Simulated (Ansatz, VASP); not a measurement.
# Two plane-wave programs on HfN

```xyz
2
Lattice="0.0000 2.3321 2.3935 2.3321 0.0000 2.3935 2.3321 2.3321 0.0000" Properties=species:S:1:pos:R:3 pbc="T T T"
Hf    0.0000    0.0000    0.0000
N     3.4981    3.4981    3.5902
```

Change from the starting cell: strain -0.050 along x and y, -0.025 along z, atoms carried along.

Alike in both runs: task single point; functional PBE; k mesh 16 × 16 × 16; occupations gaussian, width 0.15 eV; no spin polarisation.

```csv
,VASP,Ansatz
version,VASP 6.6.1,Ansatz 0.2.0
potentials or method,"VASP PAW PBE potentials, release 64 (Hf_pv, N), cutoff 520 eV","scalar-relativistic, plane waves, PAW"
valence electrons in the cell,15,31
```

VASP gave:

| Quantity | Value |
| --- | --- |
| gap on the k mesh at the Fermi level (eV) | none |
| pressure (GPa) | 31.9 |
| traceless stress, the component that is largest in VASP (GPa) | -2.57 |

Task: Which values does Ansatz return?

Result: gap on the k mesh at the Fermi level (eV): none; pressure (GPa): 32.6; traceless stress, the component that is largest in VASP (GPa): -2.59.

A gap of «none» marks a metal or a gap that the smearing closes. Both programs put the cell under a high pressure, so it lies far from rest at this level. VASP's potentials hold 15 valence electrons a cell and Ansatz's 31, so a difference there can come from the potentials and not from the codes.

Spin-orbit coupling is off throughout.
